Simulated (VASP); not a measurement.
# Os (P6_3/mmc) in VASP: notebook

The runs below take Os through single point, with r2SCAN.

Program: VASP 6.6.1. These are calculated values, not measurements. Logs are shortened: lines on timing, memory, paths and dates and some standing lists are left out, and cuts for length are marked.

## Step 1: The cell of the first run

It takes space group P6_3/mmc (No. 194, hexagonal). The conventional cell has a = 2.678 Å, b = 2.678 Å, c = 4.243 Å, α = 90.00°, β = 90.00°, γ = 120.00°. Within 3.5 Å of Os (site symmetry -6m2) lie 12 Os at 2.62 to 2.68 Å.

## Step 2: Single point, r2SCAN (13.17 Å³/atom)

Contents of POSCAR:

```
Os
1.0
    2.6777375520      0.0000000000      0.0000000000
   -1.3388687760      2.3189887447      0.0000000000
    0.0000000000      0.0000000000      4.2427731455
Os
2
Direct
    0.3333333333      0.6666666667      0.2500000000
    0.6666666667      0.3333333333      0.7500000000
```

Contents of INCAR.step1:

```
PREC = Accurate
ENCUT = 620
ISMEAR = 0
SIGMA = 0.1
LREAL = F
LASPH = T
NELM = 120
NBANDS = 23
GGA = PE
ALGO = Normal
EDIFF = 1E-5
LWAVE = T
LCHARG = F
GGA_COMPAT = F
```

Contents of INCAR.step2:

```
PREC = Accurate
ENCUT = 620
EDIFF = 1E-6
ISMEAR = 0
SIGMA = 0.1
LREAL = F
LASPH = T
NELM = 120
ALGO = Normal
ISIF = 2
LWAVE = F
LCHARG = F
METAGGA = R2SCAN
LMIXTAU = T
NBANDS = 23
ISTART = 1
GGA_COMPAT = F
```

Contents of KPOINTS:

```
regular mesh
0
Gamma
  18 18 10
```

Potentials or basis: VASP PAW PBE potentials, release 64 (Os_sv_GW).

The run is started by

```
> cat potpaw_PBE.64/Os_sv_GW/POTCAR > POTCAR
> cp INCAR.step1 INCAR
> mpirun -np 1 vasp_std > vasp.out
> cp INCAR.step2 INCAR
> mpirun -np 1 vasp_std > vasp.out
```

OUTCAR:

```text
PREC = Accurate
   ENCUT = 620
   EDIFF = 1E-6
   ISMEAR = 0
   LREAL = F
   LASPH = T
   NELM = 120
   ISIF = 2
   METAGGA = R2SCAN
   ISTART = 1

 ion  position               nearest neighbor table
   1  0.333  0.667  0.250-   2 2.62   2 2.62   2 2.62   2 2.62   2 2.62   2 2.62
   2  0.667  0.333  0.750-   1 2.62   1 2.62   1 2.62   1 2.62   1 2.62   1 2.62

  LATTYP: Found a hexagonal cell.
 ALAT       =     2.6777375520
 C/A-ratio  =     1.5844619060

  Lattice vectors:

 A1 = (   2.6777375520,   0.0000000000,   0.0000000000)
 A2 = (  -1.3388687760,   2.3189887447,   0.0000000000)
 A3 = (   0.0000000000,   0.0000000000,   4.2427731455)

Analysis of symmetry for initial positions (statically):
=====================================================================
 Subroutine PRICEL returns:
 Original cell was already a primitive cell.

 Routine SETGRP: Setting up the symmetry group for a
 hexagonal supercell.

 Subroutine GETGRP returns: Found 24 space group operations
 (whereof 12 operations were pure point group operations)
 out of a pool of 24 trial point group operations.

The static configuration has the point symmetry D_3d.
 The point group associated with its full space group is D_6h.

Analysis of symmetry for dynamics (positions and initial velocities):
=====================================================================
 Subroutine PRICEL returns:
 Original cell was already a primitive cell.

 Routine SETGRP: Setting up the symmetry group for a
 hexagonal supercell.

 Subroutine GETGRP returns: Found 24 space group operations
 (whereof 12 operations were pure point group operations)
 out of a pool of 24 trial point group operations.

The dynamic configuration has the point symmetry D_3d.
 The point group associated with its full space group is D_6h.

 Subroutine INISYM returns: Found 24 space group operations
 (whereof 12 operations are pure point group operations),
 and found     1 'primitive' translations

----------------------------------------------------------------------------------------

                                     Primitive cell

  volume of cell :      26.3461

  direct lattice vectors                    reciprocal lattice vectors
     2.677737552  0.000000000  0.000000000     0.373449593  0.215611223  0.000000000
    -1.338868776  2.318988745  0.000000000     0.000000000  0.431222447  0.000000000
     0.000000000  0.000000000  4.242773146     0.000000000  0.000000000  0.235694902

  length of vectors
     2.677737552  2.677737552  4.242773146     0.431222447  0.431222447  0.235694902

  position of ions in fractional coordinates (direct lattice)
     0.333333333  0.666666667  0.250000000
     0.666666667  0.333333333  0.750000000

  ion indices of the primitive-cell ions
   primitive index   ion index
                 1           1
                 2           2

----------------------------------------------------------------------------------------

 KPOINTS: regular mesh

Automatic generation of k-mesh.
 Grid dimensions read from file:
 generate k-points for:   18   18   10

 Generating k-lattice:

  Cartesian coordinates                     Fractional coordinates (reciprocal lattice)
     0.020747200  0.011978401  0.000000000     0.055555556  0.000000000  0.000000000
     0.000000000  0.023956803  0.000000000     0.000000000  0.055555556  0.000000000
     0.000000000  0.000000000  0.023569490     0.000000000  0.000000000  0.100000000

  Length of vectors
     0.023956803  0.023956803  0.023569490

  Shift w.r.t. Gamma in fractional coordinates (k-lattice)
     0.000000000  0.000000000  0.000000000

 Subroutine IBZKPT returns following result:
 ===========================================

 Found    222 irreducible k-points:

 Following reciprocal coordinates:
            Coordinates               Weight
  0.000000  0.000000  0.000000      1.000000
  0.055556 -0.000000  0.000000      6.000000
  0.111111 -0.000000  0.000000      6.000000
  0.166667 -0.000000  0.000000      6.000000
  0.222222 -0.000000  0.000000      6.000000
  0.277778  0.000000  0.000000      6.000000
[... 16 lines left out ...]
  0.333333  0.111111  0.000000     12.000000
  0.388889  0.111111  0.000000     12.000000
 [... further k-points ...]
   k-points           NKPTS =    222   k-points in BZ     NKDIM =    222   number of bands    NBANDS=     23
   number of dos      NEDOS =    301   number of ions     NIONS =      2
   total plane-waves  NPLWV =  20736
   dimension x,y,z NGX =    24 NGY =   24 NGZ =   36
   dimension x,y,z NGXF=    48 NGYF=   48 NGZF=   72
   ions per type =               2
   NGX,Y,Z   is equivalent  to a cutoff of  14.90, 14.90, 14.11 a.u.
   NGXF,Y,Z  is equivalent  to a cutoff of  29.80, 29.80, 28.21 a.u.
 SYSTEM =  unknown system
   PREC   = accura    normal or accurate (medium, high low for compatibility)
   ISTART =      1    job   : 0-new  1-cont  2-samecut
   ICHARG =      0    charge: 1-file 2-atom 10-const
   ISPIN  =      1    spin polarized calculation?
   LNONCOLLINEAR =      F non collinear calculations
   LSORBIT =      F    spin-orbit coupling
   LASPH  =      T    aspherical Exc in radial PAW
   ENCUT  =  620.0 eV  45.57 Ry    6.75 a.u.   5.44  5.44  8.61*2*pi/ulx,y,z
   NELM   =    120;   NELMIN=  2; NELMDL=  0     # of ELM steps
   EDIFF  = 0.1E-05   stopping-criterion for ELM
   LREAL  =      F    real-space projection
   EDIFFG = 0.1E-04   stopping-criterion for IOM
   NSW    =      0    number of steps for IOM
   IBRION =     -1    ionic relax: 0-MD 1-quasi-New 2-CG
   NFREE  =      0    steps in history (QN), initial steepest desc. (CG)
   ISIF   =      2    stress and relaxation
   ISYM   =      2    0-nonsym 1-usesym 2-fastsym
   POTIM  = 0.5000    time-step for ionic-motion
   TEBEG  =    0.0;   TEEND  =   0.0 temperature during run
   PSTRESS=    0.0 pullay stress
   NELECT =      32.0000    total number of electrons
   NUPDOWN=      -1.0000    fix difference up-down
   EMIN   =  10.00;   EMAX   =-10.00  energy-range for DOS
   EFERMI =   0.00;   METHOD = LEGACY
   ISMEAR =     0;   SIGMA  =   0.10  broadening in eV -4-tet -1-fermi 0-gaus
   EFERMI_NEDOS =   21; number of points for ismear=-14 and -15
   IALGO  =     38    algorithm
   IMIX   =      4    mixing-type and parameters
     AMIX     =   0.40;   BMIX     =  1.00
     AMIX_MAG =   1.60;   BMIX_MAG =  1.00
  volume/ion in A,a.u.               =      13.17        88.90
  Fermi-wavevector in a.u.,A,eV,Ry     =   1.746704  3.300792 41.511037  3.050975
  Thomas-Fermi vector in A             =   2.818146
   LORBIT       =      0    0 simple, 1 ext, 2 COOP (PROOUT), +10 PAW based schemes
   METAGGA = R2SCAN    functional components
   LHFCALC =     F    Hartree Fock is set to
   AEXX    =    0.0000 exact exchange contribution
   IVDW    =     0    specifies the selected vdW correction
   LEPSILON=     F    determine dielectric tensor
   LRPA    =     F    only Hartree local field effects (RPA)
 non-spin polarized calculation
 Gauss-broadening in eV      SIGMA  =   0.10
  energy-cutoff  :      620.00
  volume of cell :       26.35
 maximum number of plane-waves:       954
 NGX is ok and might be reduce to    24
   NGX = 11   NGY = 11   NGZ = 17

 number of electron      32.0000000 magnetization

 Free energy of the ion-electron system (eV)
  ---------------------------------------------------
  ext. energy  EPLUGINS =         0.00000000
  ---------------------------------------------------
  free energy    TOTEN  =      -108.03343588 eV

  energy without entropy =     -108.02679740  energy(sigma->0) =     -108.03011664

 E-fermi :  14.7461     XC(G=0): -16.4555

 val. band max:       14.7389338501   @ k =   0.2222   0.0556   0.3000
 cond. band min:      14.7576970547   @ k =   0.3333   0.1667   0.3000
 fundamental gap:      0.0187632046
 Fermi energy:        14.7461247334

 k-point     1 :       0.0000    0.0000    0.0000
  band No.  band energies     occupation
      1     -74.1055      2.00000
      2     -73.9375      2.00000
      3     -33.6407      2.00000
      4     -32.4167      2.00000
      5     -32.4167      2.00000
      6     -32.1912      2.00000
[... 15 lines left out ...]
     22      28.6414      0.00000
     23      31.1716      0.00000

 k-point     2 :       0.0556   -0.0000    0.0000
  band No.  band energies     occupation
      1     -74.1020      2.00000
      2     -73.9360      2.00000
      3     -33.6268      2.00000
      4     -32.4472      2.00000
      5     -32.4269      2.00000
      6     -32.2235      2.00000
[... 15 lines left out ...]
     22      28.9472      0.00000
     23      31.3590      0.00000

 k-point     3 :       0.1111   -0.0000    0.0000
  band No.  band energies     occupation
      1     -74.0911      2.00000
      2     -73.9317      2.00000
      3     -33.5859      2.00000
      4     -32.5346      2.00000
      5     -32.4558      2.00000
      6     -32.3146      2.00000
[... 15 lines left out ...]
     22      29.7980      0.00000
     23      31.8530      0.00000

 k-point     4 :       0.1667   -0.0000    0.0000
  band No.  band energies     occupation
      1     -74.0742      2.00000
      2     -73.9255      2.00000
      3     -33.5204      2.00000
      4     -32.6685      2.00000
      5     -32.4988      2.00000
      6     -32.4511      2.00000
[... 15 lines left out ...]
     22      30.8980      0.00000
     23      32.2057      0.00000

 k-point     5 :       0.2222   -0.0000    0.0000
  band No.  band energies     occupation
      1     -74.0528      2.00000
      2     -73.9188      2.00000
      3     -33.4345      2.00000
      4     -32.8326      2.00000
      5     -32.6140      2.00000
      6     -32.5500      2.00000
[... 434 lines left out ...]
 k-point    22 :       0.2778    0.1111    0.0000
  band No.  band energies     occupation
      1     -73.9985      2.00000
      2     -73.9074      2.00000
      3     -33.1943      2.00000
      4     -33.1504      2.00000
      5     -32.9734      2.00000
      6     -32.6726      2.00000
[... 15 lines left out ...]
     22      26.7358      0.00000
     23      28.7141      0.00000

 k-point    23 :       0.3333    0.1111    0.0000
  band No.  band energies     occupation
      1     -73.9779      2.00000
      2     -73.9062      2.00000
      3     -33.2733      2.00000
      4     -33.0903      2.00000
      5     -33.0574      2.00000
      6     -32.7345      2.00000
[... 15 lines left out ...]
     22      27.2016      0.00000
     23      27.2554      0.00000

 k-point    24 :       0.3889    0.1111    0.0000
  band No.  band energies     occupation
      1     -73.9627      2.00000
      2     -73.9074      2.00000
      3     -33.3532      2.00000
      4     -33.1121      2.00000
      5     -33.0060      2.00000
      6     -32.7743      2.00000
[... 15 lines left out ...]
     22      26.0429      0.00000
     23      28.1470      0.00000

 [... further k-points ...]

------------------------ aborting loop because EDIFF is reached ----------------------------------------

  FORCE on cell =-STRESS in cart. coord.  units (eV):
  Direction    XX          YY          ZZ          XY          YZ          ZX
  --------------------------------------------------------------------------------------
  -------------------------------------------------------------------------------------
  Total        4.9259124      4.9259124      4.9300385     -0.0000000      0.0000000      0.0000000
  in kB      299.5579211    299.5579211    299.8088400     -0.0000000      0.0000000      0.0000000
  external PRESSURE =     299.6415608 kB  Pullay stress =       0.0000000 kB

 VOLUME and BASIS-vectors are now :
 -----------------------------------------------------------------------------
  energy-cutoff  :      620.00
  volume of cell :       26.35
      direct lattice vectors                 reciprocal lattice vectors
     2.677737552  0.000000000  0.000000000     0.373449593  0.215611223  0.000000000
    -1.338868776  2.318988745  0.000000000     0.000000000  0.431222447  0.000000000
     0.000000000  0.000000000  4.242773146     0.000000000  0.000000000  0.235694902

 POSITION                                       TOTAL-FORCE (eV/Angst)
 -----------------------------------------------------------------------------------
     -0.00000      1.54599      1.06069        -0.000000     -0.000000      0.000000
      1.33887      0.77300      3.18208         0.000000      0.000000      0.000000
 -----------------------------------------------------------------------------------
    total drift:                               -0.000000      0.000000     -0.000000

  FREE ENERGIE OF THE ION-ELECTRON SYSTEM (eV)
  ---------------------------------------------------
  free  energy   TOTEN  =      -108.0334358772 eV

  energy  without entropy=     -108.0267974005  energy(sigma->0) =     -108.03011664
```

It took 5.5 min on 1 thread of Intel Xeon Platinum 8488C (Sapphire Rapids), shared host; peak memory 0.29 GiB.

What came out:

```
Free energy            : -108.0334 eV
Pressure               : 30.0 GPa
Band gap on the k mesh : zero (bands 16 and 17 overlap by 4.53 eV)
```

Levels at points of the mesh, in eV from the Fermi level:
| k point | band 13 | band 14 | band 15 | band 16 | band 17 | band 18 | band 19 | band 20 |
| --- | --- | --- | --- | --- | --- | --- | --- | --- |
| (0.00, 0.00, 0.00) | -3.19 | -2.51 | -2.51 | -1.74 | -1.74 | -0.02 | 1.92 | 1.92 |
| (0.50, 0.00, 0.00) | -3.18 | -2.93 | -2.11 | 2.39 | 3.03 | 3.12 | 5.06 | 6.48 |
| (0.00, 0.00, 0.50) | -3.66 | -3.66 | -3.66 | -3.66 | 1.04 | 1.04 | 1.04 | 1.04 |
| (0.50, 0.00, 0.50) | -1.36 | -1.36 | -0.18 | -0.18 | 2.77 | 2.77 | 3.74 | 3.74 |

Caveat: the cell stands under pressure; the PAW data sets were made with another functional, which shifts forces and pressure a little; spin-orbit coupling is left out, which moves the levels of the heavy elements.

(Continued in part 2 of 2.)
